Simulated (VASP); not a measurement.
Runs of VASP 6.6.1 on LiAlO. The structure is that of space group P-6m2 (No. 187), or close to it. The cells are those of the table. 

| task | potentials or basis | cell | k mesh | cutoff (eV) | second run | gap on the mesh (eV) | pressure (GPa) | relaxed volume (Å³/atom) |
| --- | --- | --- | --- | --- | --- | --- | --- | --- |
| single point | VASP PAW PBE potentials, release 64 (Li_sv, Al, O) | a = 3.213, b = 3.213, c = 5.112 Å, angles 90.0, 90.0, 120.0°, 3 atoms | 18 × 18 × 10 | 520 | - | none | - | - |
| single point | VASP PAW PBE potentials, release 64 (Li_sv, Al, O) | a = 3.243, b = 3.243, c = 4.752 Å, angles 90.0, 90.0, 120.0°, 3 atoms | 6 × 6 × 6 | 520 | - | none | - | - |
| relaxation of cell and atoms | VASP PAW PBE potentials, release 64 (Li_sv, Al, O_h) | relaxed from a = 3.426, b = 3.426, c = 3.296 Å, angles 90.0, 90.0, 120.0°, 3 atoms | 6 × 6 × 6 | 910 | hard_potentials | - | 0.0 | 12.45 |
| relaxation of cell and atoms | VASP PAW PBE potentials, release 64 (Li_sv, Al, O) | relaxed from a = 3.243, b = 3.243, c = 4.752 Å, angles 90.0, 90.0, 120.0°, 3 atoms | 18 × 18 × 10 | 600 | - | none | 0.0 | 15.03 |
| relaxation of cell and atoms | VASP PAW PBE potentials, release 64 (Li_sv, Al, O) | relaxed from a = 3.426, b = 3.426, c = 3.296 Å, angles 90.0, 90.0, 120.0°, 3 atoms | 6 × 6 × 6 | 600 | - | none | -0.2 | 13.14 |
| single point | VASP PAW PBE potentials, release 64 (Li_sv, Al, O) | a = 3.426, b = 3.426, c = 3.296 Å, angles 90.0, 90.0, 120.0°, 3 atoms | 6 × 6 × 6 | 520 | - | (a) | - | - |

Alike in all rows: level PBE; no spin polarisation; smearing gaussian 0.1 eV.

**Question.** Estimate the missing entries.

**Answer.** (a) 0.55.

Caveats: some runs use coarse meshes; the cutoff is under 1.25 times the usual one of these potentials, so pressure, stress and relaxed cells hold a basis-set (Pulay) error; the volume moved by over 15 % at a fixed basis, so the end points are rough (some runs).

A k mesh can miss the band edges.

A gap of «none» marks levels without a gap at the run's occupations.
